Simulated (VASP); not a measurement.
# H4CO in VASP: a series of runs, part 2 of 3

VASP 6.6.1. The steps go on from the part before.

## 3. Single point, PBE+D3(BJ)

INCAR reads:

```
ALGO = Normal
EDIFF = 1E-6
ENCUT = 520
GGA = PE
ISIF = 2
ISMEAR = -1
IVDW = 12
LASPH = T
LCHARG = F
LREAL = Auto
LWAVE = F
NBANDS = 66
NELM = 80
PREC = Accurate
SIGMA = 0.05
```

KPOINTS reads:

```
k-points
0
Gamma
  1 1 1
```

POSCAR reads:

```
H4CO
1.0
    7.3803230000      0.0000000000      0.0000000000
    0.0000000000      7.3803230000      0.0000000000
    0.0000000000      0.0000000000      7.3803230000
C O H
6 6 24
Direct
    0.0407434742      0.6120328338      0.4830682885
    0.6277232040      0.5606665183      0.6718811629
    0.7971466831      0.2526989672      0.1834608052
    0.2402604872      0.2038664161      0.7169062926
    0.5441767251      0.8021193652      0.1564294679
    0.0890746923      0.8569814627      0.9966636962
    0.0827064073      0.7572974787      0.6113147080
    0.6589413499      0.3703902932      0.7054027310
    0.7064460458      0.3518003209      0.3226959037
    0.3378849408      0.2880226245      0.8585396601
    0.7092372515      0.7383145697      0.2346645262
   -0.0525857744      0.7361059943      0.9971514797
   -0.1079627545      0.6277096544      0.4488421442
    0.2092862331      0.7768359190      0.6096074657
    0.1090331683      0.6560688469      0.3626535045
    0.0726255477      0.4917264461      0.5398408715
    0.5387162594      0.6110301676      0.7828654654
    0.6525053172      0.3323296284      0.5798797695
    0.7517421663      0.6388202793      0.6667865350
    0.5570352409      0.5774544014      0.5390414485
    0.7509291937      0.1158214891      0.2056956044
    0.7061886045      0.4922684278      0.2898382632
    0.7623379085      0.3021005991      0.0500520099
    0.9472891634      0.2479295283      0.1950321144
    0.1217019905      0.2821421230      0.6920022335
    0.4629065693      0.2636063489      0.8289068107
    0.3135906111      0.2048148841      0.5861261086
    0.2122671325      0.0570977720      0.7293312230
    0.4344389805      0.6978962845      0.1531369291
    0.8003308256      0.7238843070      0.1409016922
    0.4745862749      0.9061798515      0.2408295680
    0.5562358179      0.8506267273      0.0033602865
    0.0999549749      0.9374521955      1.1287310867
   -0.0750644653      0.6757292330      0.8814248374
    0.2204646057      0.7847759509      0.9946854630
    0.0863512342      0.9398911132      0.8800969822
```

Potentials or basis: VASP PAW PBE potentials, release 64 (C, O, H).

Command:

```console
$ cat potpaw_PBE.64/C/POTCAR potpaw_PBE.64/O/POTCAR potpaw_PBE.64/H/POTCAR > POTCAR
$ mpirun -np 1 vasp_gam > vasp.out
```

Wall time 2.1 min (1 thread of Intel Xeon Platinum 8259CL at 2.50GHz (Skylake/Cascade Lake), shared host); peak memory 0.38 GiB.

The run converged. Its results:

| Quantity | Value |
| --- | --- |
| Free energy | -182.3056 eV |
| Pressure | 1.1 GPa |
| Largest force | 4.955 eV/Å |
| Band gap on the k mesh | 4.51 eV |
| Dispersion energy per atom | -0.034 eV |

Forces on the atoms (eV/Å):
```
C   -1.951  4.453 -0.958
C   -1.420  0.076  0.591
C    0.355 -0.118  0.766
C    0.874 -0.412 -0.996
C   -1.090  0.145 -1.511
C    2.229  0.301  1.696
O   -1.759 -0.366  0.362
O    0.211  0.600 -0.135
O   -0.058  2.781 -0.378
O   -0.722 -0.528  0.283
O   -1.843 -0.040  1.230
O   -1.539 -1.402  0.187
H    1.213 -0.325  0.466
H    1.362  0.075  0.009
H    0.615 -0.700 -1.039
H    0.843 -3.201  0.912
H    0.237  0.009 -0.390
H    0.555 -1.107 -0.708
H    0.405  0.214  0.107
H    0.181  0.108  0.574
H   -0.161 -0.755 -0.357
H    0.023 -2.157  0.414
H   -0.255  0.077 -0.645
H   -0.158  0.369  0.170
H   -1.263  0.136  0.069
H    0.937  0.399  0.068
H    0.316  0.396 -0.055
H   -0.234  0.320  0.512
H    0.648 -0.320 -0.103
H    0.912  0.230 -1.001
H    0.825  0.248 -0.259
H    0.118 -0.379  2.167
H   -0.752 -0.522 -1.097
H    0.598  0.420 -0.066
H   -0.025 -0.090 -0.193
H   -0.225  1.066 -0.692
```

Stress tensor (GPa, compression positive):
```
 2.14  0.35 -1.14
 0.35  0.77 -0.17
-1.14 -0.17  0.28
```

Levels at points of the mesh, in eV from the valence-band top:
```csv
k point,band 39,band 40,band 41,band 42,band 43,band 44,band 45,band 46
"(0.00, 0.00, 0.00)",-0.67,-0.53,-0.21,0.00,4.51,5.60,6.04,6.36
```

Caveat: the k points lie up to 0.85 Å⁻¹ apart; the atoms stand as in a frame of molecular dynamics.

## 4. Single point, PBE+D3(BJ)

INCAR reads:

```
PREC     = Accurate       # precision mode
ENCUT    = 520            # plane-wave cutoff, eV
EDIFF    = 1E-7           # SCF threshold, eV
ISMEAR   = -1             # smearing method
SIGMA    = 0.05           # smearing width, eV
LREAL    = Auto         
LASPH    = T              # aspherical terms in the spheres
NELM     = 80             # most SCF steps
ALGO     = Normal         # electronic algorithm
ISIF     = 2              # what is computed and relaxed
LWAVE    = F              # write WAVECAR
LCHARG   = T              # write CHGCAR
GGA      = PE             # functional
IVDW     = 12             # dispersion correction
LELF     = T              # ELF
LVHAR    = T            
NBANDS   = 66             # bands
```

KPOINTS reads:

```
regular mesh
0
Gamma
  1 1 1
```

POSCAR reads:

```
H4CO
1.0
    7.3803230000      0.0000000000      0.0000000000
    0.0000000000      7.3803230000      0.0000000000
    0.0000000000      0.0000000000      7.3803230000
C O H
6 6 24
Direct
    0.0380471153      0.6244848633      0.4876751329
    0.5460194628      0.5782538244      0.6660142110
    0.8007644110      0.2113728627      0.1804663563
    0.3070055335      0.2165758870      0.6735206576
    0.5415210147      0.8069972005      0.1878237578
    0.0725307009      0.8976978379      1.0321905965
    0.0862970361      0.7371764081      0.6452156633
    0.6878696231      0.4502783957      0.6862030293
    0.7278949715      0.3149997636      0.3214222467
    0.3663525296      0.2460461419      0.8540412120
    0.6761221697      0.6676672552      0.2090965395
   -0.0712434944      0.7827164204      0.9867454311
   -0.0600515723      0.7069067302      0.3962157212
    0.1596813581      0.6478713737      0.7152938970
    0.1675536423      0.6122496265      0.4141417659
   -0.0180615401      0.5039887821      0.5339874691
    0.4603321562      0.5804488503      0.7928514782
    0.7031128583      0.3947388211      0.5689859373
    0.6000143896      0.7104025122      0.6410424042
    0.4618768040      0.5321447313      0.5478892997
    0.8804086217      0.1100764831      0.2455041602
    0.7050368934      0.4404685269      0.2852585178
    0.6902678921      0.1589767819      0.0946571038
    0.8997438188      0.2825486093      0.0828690018
    0.1632042392      0.2013191022      0.6642663201
    0.4932439949      0.2119148444      0.8535534285
    0.3235088762      0.3354731222      0.5856654241
    0.3831268631      0.1042095312      0.6069517554
    0.4035053750      0.7445609088      0.1924170527
    0.7886375705      0.6899156040      0.1314305620
    0.5344481536      0.9071554185      0.3001630145
    0.5602735815      0.8937278219      0.0576804023
    0.0693194593      0.9157322789      1.1830241034
   -0.0650242544      0.7307268259      0.8605856410
    0.2141234198      0.8692031501      0.9959049218
    0.0487783529      1.0326648305      0.9788595973
```

Command:

```console
$ cat potpaw_PBE.64/C/POTCAR potpaw_PBE.64/O/POTCAR potpaw_PBE.64/H/POTCAR > POTCAR
$ mpirun -np 1 vasp_gam > vasp.out
```

Wall time 2.7 min (1 thread of Intel Xeon Platinum 8259CL at 2.50GHz (Skylake/Cascade Lake), shared host); peak memory 0.38 GiB.

Results (log left out):

| Property | Result |
| --- | --- |
| Free energy | -182.6350 eV |
| Pressure | -0.3 GPa |
| Largest force | 3.841 eV/Å |
| Band gap on the k mesh | 4.66 eV |
| Dispersion energy per atom | -0.034 eV |

Forces in eV/Å, atoms in the order of the input:
```
C    0.552  3.532 -1.406
C   -1.166 -0.886  0.124
C    0.457  1.009 -1.512
C    0.817  0.014 -0.989
C   -0.350  0.623 -0.817
C    0.406  1.334  1.153
O    0.047 -1.228  0.507
O    0.227 -0.086  0.926
O   -0.125  0.653  0.972
O   -0.268 -0.209  0.138
O    0.379  0.284 -0.153
O   -0.359 -1.570 -0.924
H    0.919 -1.029  1.265
H   -0.227  0.977 -0.237
H   -0.278 -0.563 -0.315
H   -0.854 -1.833  0.250
H    0.505 -0.068 -0.709
H    0.319 -0.565 -0.651
H    0.269  1.058 -0.222
H    0.140  0.713  0.555
H    0.230 -1.129  0.183
H   -0.282  0.409 -0.516
H    0.216 -0.365  0.031
H   -0.863 -0.082  0.981
H   -1.004 -0.830  0.491
H    0.223  0.325  0.161
H    0.511  0.206 -0.003
H   -0.577  0.163  0.215
H    0.599 -0.006 -0.430
H   -1.020  0.467  0.229
H    0.593 -0.230  0.028
H   -0.229 -1.232  1.202
H    0.113 -0.289 -0.584
H    0.375  0.796  0.700
H   -0.228 -0.844 -0.309
H   -0.071  0.479 -0.332
```

Stress tensor (GPa, compression positive):
```
-0.61  0.90  0.06
 0.90  1.26  0.46
 0.06  0.46 -1.56
```

Levels at points of the mesh, in eV from the valence-band top:
```csv
k point,band 38,band 39,band 40,band 41,band 42,band 43,band 44,band 45,band 46,band 47
"(0.00, 0.00, 0.00)",-0.66,-0.33,-0.20,-0.12,0.00,4.66,5.98,6.14,6.32,6.56
```

Caveat: the k points lie up to 0.85 Å⁻¹ apart; the atoms stand as in a frame of molecular dynamics.

## 5. Single point, PBE+D3(BJ)

INCAR reads:

```
SYSTEM = H4CO
  PREC = Accurate
  ENCUT = 520
  EDIFF = 1E-7
  ISMEAR = -1
  SIGMA = 0.05
  LREAL = Auto
  LASPH = .TRUE.
  NELM = 80
  ALGO = Normal
  ISIF = 2
  LWAVE = .FALSE.
  LCHARG = .FALSE.
  GGA = PE
  IVDW = 12
  NBANDS = 66
```

KPOINTS reads:

```
Automatic mesh
0
G
  1 1 1
  0 0 0
```

POSCAR reads:

```
H4CO
1.0
    7.3803230000      0.0000000000      0.0000000000
    0.0000000000      7.3803230000      0.0000000000
    0.0000000000      0.0000000000      7.3803230000
C O H
6 6 24
Direct
    0.0560951059      0.6491992288      0.4541535648
    0.5439599324      0.6517600923      0.6747265668
    0.7777572879      0.2161694007      0.2427942517
    0.3334677900      0.1561042789      0.6438336100
    0.5241234022      0.7621482149      0.2476043393
    0.0929634110      0.9033615466      1.0362012611
    0.1301027069      0.6948476374      0.6299046803
    0.6694693444      0.5022544406      0.6778158625
    0.6792114654      0.3322754302      0.3533043201
    0.4136946310      0.1888941717      0.8184872126
    0.6383460453      0.6366930011      0.1526626951
   -0.0801590933      0.8386760308      1.0015686305
   -0.0564067453      0.7490729064      0.4116757492
    0.2038257675      0.5883211345      0.6567869726
    0.1613886005      0.6291594555      0.3439822349
   -0.0057585556      0.5190965219      0.4575409504
    0.4557524108      0.6417063318      0.7969976382
    0.7107141517      0.4565382843      0.5562087188
    0.6079273224      0.7812666194      0.6892516764
    0.4558879063      0.6353380469      0.5542033865
    0.8542038065      0.1187346407      0.3164766637
    0.6454731046      0.4511049178      0.2731316773
    0.6895091177      0.1608872674      0.1314576611
    0.8895681124      0.3022631936      0.1678788313
    0.3409742365      0.0169504776      0.5980226069
    0.5303697413      0.2527260663      0.8083928034
    0.1880405505      0.1901542792      0.6435897182
    0.4243174723      0.2318055727      0.5509785954
    0.4187892590      0.6793198617      0.3200808420
    0.7502517166      0.7032619033      0.1157943900
    0.5937409514      0.8429305872      0.3437112441
    0.4616735609      0.8669539260      0.1532453254
    0.1609279160      0.8132977378      1.1353568130
   -0.0791293281      0.7574600732      0.8977791351
    0.1805883022      0.9459342091      0.9217482758
    0.0751051140      1.0260933024      1.1259263314
```

Potentials or basis: VASP PAW PBE potentials, release 64 (C, O, H).

Command:

```console
$ cat potpaw_PBE.64/C/POTCAR potpaw_PBE.64/O/POTCAR potpaw_PBE.64/H/POTCAR > POTCAR
$ mpirun -np 1 vasp_gam > vasp.out
```

OUTCAR:

```text
SYSTEM = H4CO
   PREC = Accurate
   ENCUT = 520
   EDIFF = 1E-7
   ISMEAR = -1
   LREAL = Auto
   LASPH = .TRUE.
   NELM = 80
   ISIF = 2
   GGA = PE
   IVDW = 12
 IVDW          = 12

 ion  position               nearest neighbor table
   1  0.056  0.649  0.454-  16 1.06  15 1.13  13 1.15   7 1.45
   2  0.544  0.652  0.675-  19 1.07  20 1.11  17 1.12   8 1.44
   3  0.778  0.216  0.243-  21 1.06  23 1.13  24 1.18   9 1.39
   4  0.333  0.156  0.644-  25 1.08  27 1.10  28 1.11  10 1.44
   5  0.524  0.762  0.248-  31 1.06  29 1.12  32 1.14  11 1.43
[... 334 lines left out ...]
  Total      -2.20364    -3.32682    -1.61804     0.44465     0.77892     1.18372
  in kB      -8.78264   -13.25908    -6.44872     1.77215     3.10440     4.71773
  external pressure =       -9.50 kB  Pullay stress =        0.00 kB

 VOLUME and BASIS-vectors are now :
 -----------------------------------------------------------------------------
  energy-cutoff  :      520.00
  volume of cell :      402.00
      direct lattice vectors                 reciprocal lattice vectors
     7.380323000  0.000000000  0.000000000     0.135495425  0.000000000  0.000000000
     0.000000000  7.380323000  0.000000000     0.000000000  0.135495425  0.000000000
     0.000000000  0.000000000  7.380323000     0.000000000  0.000000000  0.135495425

 POSITION                                       TOTAL-FORCE (eV/Angst)
 -----------------------------------------------------------------------------------
      0.41400      4.79130      3.35180        -0.377196      0.980880     -0.844629
      4.01460      4.81020      4.97970        -0.724533     -1.997885      0.200955
      5.74010      1.59540      1.79190         1.034070      1.960789     -3.046392
      2.46110      1.15210      4.75170         1.404532      0.936364     -0.162329
      3.86820      5.62490      1.82740        -1.470006      0.021201     -1.308203
      0.68610      6.66710      0.26718         1.283033      1.426480      2.264147
[... 28 lines left out ...]
      1.33280      6.98130      6.80280        -0.453324     -0.477162      0.092441
      0.55430      0.19258      0.92938         0.047540     -0.304835     -0.789007
 -----------------------------------------------------------------------------------
    total drift:                                0.009022      0.005811     -0.009555

  FREE ENERGIE OF THE ION-ELECTRON SYSTEM (eV)
  ---------------------------------------------------
  free  energy   TOTEN  =      -182.4866962081 eV

  energy  without entropy=     -182.4866962080  energy(sigma->0) =     -182.48669621
```

OSZICAR:

```text
N       E                     dE             d eps       ncg     rms          rms(c)
DAV:   1     0.634655934192E+03    0.63466E+03   -0.41773E+04   132   0.113E+03
DAV:   2    -0.112348439037E+03   -0.74700E+03   -0.70326E+03   166   0.263E+02
DAV:   3    -0.195657619457E+03   -0.83309E+02   -0.82658E+02   160   0.954E+01
[... 11 lines left out ...]
DAV:  15    -0.181242929282E+03    0.93862E-05   -0.19504E-05   152   0.239E-02    0.617E-03
DAV:  16    -0.181242928646E+03    0.63566E-06   -0.79715E-06   160   0.130E-02    0.446E-03
DAV:  17    -0.181242928473E+03    0.17312E-06   -0.29410E-06   168   0.964E-03    0.236E-03
DAV:  18    -0.181242928366E+03    0.10694E-06   -0.83318E-07   152   0.391E-03    0.163E-03
DAV:  19    -0.181242928326E+03    0.40442E-07   -0.28759E-07   160   0.246E-03
   1 F= -.18248670E+03 E0= -.18248670E+03  d E =-.913507E-10
```

stdout:

```text
POSCAR found type information on POSCAR C O H
 POSCAR found :  3 types and      36 ions
 scaLAPACK will be used
 LDA part: xc-table for (Slater+PW92), standard interpolation
 POSCAR, INCAR and KPOINTS ok, starting setup
 FFT: planning ... GRIDC
 FFT: planning ... GRID_SOFT
 FFT: planning ... GRID
 WAVECAR not read
 entering main loop
```

Run time: 2.3 min. Hardware: 1 thread of Intel Xeon Platinum 8259CL at 2.50GHz (Skylake/Cascade Lake), shared host; peak memory 0.37 GiB.

What came out:

| Property | Result |
| --- | --- |
| Free energy | -182.4867 eV |
| Pressure | -0.9 GPa |
| Largest force | 3.768 eV/Å |
| Band gap on the k mesh | 4.57 eV |
| Dispersion energy per atom | -0.035 eV |

Forces in eV/Å, atoms in the order of the input:
```
C   -0.377  0.981 -0.845
C   -0.725 -1.998  0.201
C    1.034  1.961 -3.046
C    1.405  0.936 -0.162
C   -1.470  0.021 -1.308
C    1.283  1.426  2.264
O   -0.269 -0.266 -0.773
O    0.498 -0.067  0.382
O   -1.330  2.447 -0.166
O   -0.226 -0.433  0.768
O    0.195  0.283  0.166
O   -1.520 -0.600 -0.843
H    1.447 -0.732  0.513
H    0.033  0.272  0.413
H   -0.462  0.751  0.670
H   -0.819 -1.117  0.265
H    0.326 -0.246 -0.272
H   -0.748  0.411  0.472
H    0.527  0.918 -0.452
H    0.300  0.567  0.454
H    0.118 -1.033  0.779
H    0.828 -1.815  0.989
H    0.542 -0.246  0.613
H   -1.011 -1.037  0.542
H    0.148 -0.843  0.245
H   -0.513 -0.037 -0.471
H    0.170  0.449 -0.006
H   -0.968  0.114 -0.471
H    0.493  0.684 -0.724
H   -0.186 -0.166  0.031
H    0.914  0.446  1.100
H    0.165 -1.016  0.427
H    0.388 -0.170 -0.739
H    0.215 -0.066 -0.322
H   -0.453 -0.477  0.092
H    0.048 -0.305 -0.789
```

Levels at points of the mesh, in eV from the valence-band top:
```tsv
k point	band 40	band 41	band 42	band 43	band 44	band 45
(0.00, 0.00, 0.00)	-0.19	-0.12	0.00	4.57	5.75	6.16
```

Caveat: the k points lie up to 0.85 Å⁻¹ apart; the atoms stand as in a frame of molecular dynamics.

(Continued in part 3 of 3.)
